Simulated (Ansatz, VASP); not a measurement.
**PbS in VASP and in Ansatz**

The input INCAR:

```
PREC     = Accurate       # precision mode
ENCUT    = 520            # plane-wave cutoff, eV
EDIFF    = 1E-6           # SCF threshold, eV
ISMEAR   = -1             # smearing method
SIGMA    = 0.01           # smearing width, eV
LREAL    = F              # projectors in reciprocal space
LASPH    = T              # aspherical terms in the spheres
NELM     = 100            # most SCF steps
ALGO     = Normal         # electronic algorithm
ISIF     = 2              # what is computed and relaxed
LWAVE    = F              # write WAVECAR
LCHARG   = T              # write CHGCAR
GGA      = PE             # functional
LELF     = T              # ELF
LVHAR    = T            
NBANDS   = 17             # bands
```

Contents of KPOINTS:

```
regular mesh
0
Gamma
  8 8 8
```

Contents of POSCAR:

```
PbS
1.0
    0.0000000000      2.9650000000      3.0243000000
    2.9650000000      0.0000000000      3.0243000000
    2.9650000000      2.9650000000      0.0000000000
Pb S
1 1
Direct
    0.0000000000      0.0000000000      0.0000000000
    0.5000000000      0.5000000000      0.5000000000
```

Input for Ansatz:

```yaml
crystal:
  lattice:
    - [0.0, 2.965, 3.0243]
    - [2.965, 0.0, 3.0243]
    - [2.965, 2.965, 0.0]
  atoms:
    - { symbol: Pb, position: [0.0, 0.0, 0.0] }
    - { symbol: S, position: [0.5, 0.5, 0.5] }
kpoints:
  mp_grid: { grid: [8, 8, 8] }
  band_path:
    path:
      - [0.0, 0.0, 0.0]
      - [0.0, 0.5, 0.5]
      - [0.25, 0.75, 0.5]
      - [0.0, 0.5, 0.0]
      - [0.0, 0.0, 0.0]
      - [0.5, 0.5, 0.0]
      - [0.3701460977, 0.6298539023, 0.0]
      - [-0.3701460977, 0.3701460977, 0.0]
      - [0.0, 0.0, 0.0]
    npoints: 5
scf:
  occupations: { method: fermi_dirac, width: 0.01 }
hamiltonian:
  xc: pbe
  pseudopotentials: { kind: all_electron, lapw: { basis_error: 0.0005 } }
output:
  forces: true
  stress: true
  eigenvalues: true
```

Change from the starting cell: zz strain of +2 %.

Alike in both runs: task single point; functional PBE; k mesh 8 × 8 × 8; occupations fermi-dirac, width 0.01 eV; no spin polarisation.

|  | VASP | Ansatz |
| --- | --- | --- |
| version | VASP 6.6.1 | Ansatz 0.2.0 |
| potentials or method | VASP PAW PBE potentials, release 64 (Pb_d, S), cutoff 520 eV | all-electron LAPW, scalar-relativistic |

Ansatz gave:

* gap on the k mesh at the Fermi level (eV): 0.41
* pressure (GPa): 1.2
* traceless stress, the component that is largest in VASP (GPa): -1.52

Task: Estimate VASP's values.

Result: gap on the k mesh at the Fermi level (eV): 0.42; pressure (GPa): 1.1; traceless stress, the component that is largest in VASP (GPa): -1.52.

Ansatz ran all-electron here, and VASP with PAW potentials.

Spin-orbit coupling is off throughout.
